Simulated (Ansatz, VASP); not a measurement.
# One calculation of Li, two programs

Contents of POSCAR:

```
Li
1.0
    0.0000000000      2.3121000000      2.2020000000
    2.3121000000      0.0000000000      2.2020000000
    2.3121000000      2.3121000000      0.0000000000
Li
1
Direct
    0.0000000000      0.0000000000      0.0000000000
```

INCAR.step1

```
PREC = Accurate
ENCUT = 830
ISMEAR = 0
SIGMA = 0.15
LREAL = False
LASPH = True
NELM = 120
NBANDS = 8
GGA = PE
ALGO = Normal
EDIFF = 1E-5
LWAVE = True
LCHARG = False
GGA_COMPAT = False
```

INCAR.step2

```
PREC = Accurate
ENCUT = 830
EDIFF = 1E-6
ISMEAR = 0
SIGMA = 0.15
LREAL = False
LASPH = True
NELM = 120
ALGO = Normal
ISIF = 2
LWAVE = False
LCHARG = True
METAGGA = R2SCAN
LMIXTAU = True
LELF = True
LVHAR = True
NBANDS = 8
ISTART = 1
GGA_COMPAT = False
```

The input KPOINTS:

```
Automatic mesh
0
Gamma
  18 18 18
```

Input for Ansatz:

```yaml
crystal:
  lattice:
    - [0.0, 2.3121, 2.202]
    - [2.3121, 0.0, 2.202]
    - [2.3121, 2.3121, 0.0]
  atoms:
    - { symbol: Li, position: [0.0, 0.0, 0.0] }
basis:
  ecutwfc: 500
kpoints:
  mp_grid: { grid: [18, 18, 18] }
hamiltonian:
  xc: r2scan
scf:
  occupations: { method: gaussian, width: 0.15 }
output:
  forces: true
  stress: true
  eigenvalues: true
```

Change from the starting cell: strain +0.050 along x and y, +0.000 along z, atoms carried along.

Alike in both runs: task single point; functional r2SCAN; k mesh 18 × 18 × 18; occupations gaussian, width 0.15 eV; no spin polarisation.

|  | VASP | Ansatz |
| --- | --- | --- |
| version | VASP 6.6.1 | Ansatz 0.2.0 |
| potentials or method | VASP PAW PBE potentials, release 64 (Li_sv), cutoff 830 eV | scalar-relativistic, plane waves, PAW |
| valence electrons in the cell | 3 | 3 |

|  | VASP | Ansatz | Ansatz less VASP |
| --- | --- | --- | --- |
| gap on the k mesh at the Fermi level (eV) | none | none | - |
| pressure (GPa) | -1.3 | -1.2 | +0.09 |
| traceless stress, the component that is largest in VASP (GPa) | 0.10 | 0.11 | +0.006 |

VASP's potentials were made for PBE, not for r2SCAN. A gap of «none» marks a metal or a gap that the smearing closes.
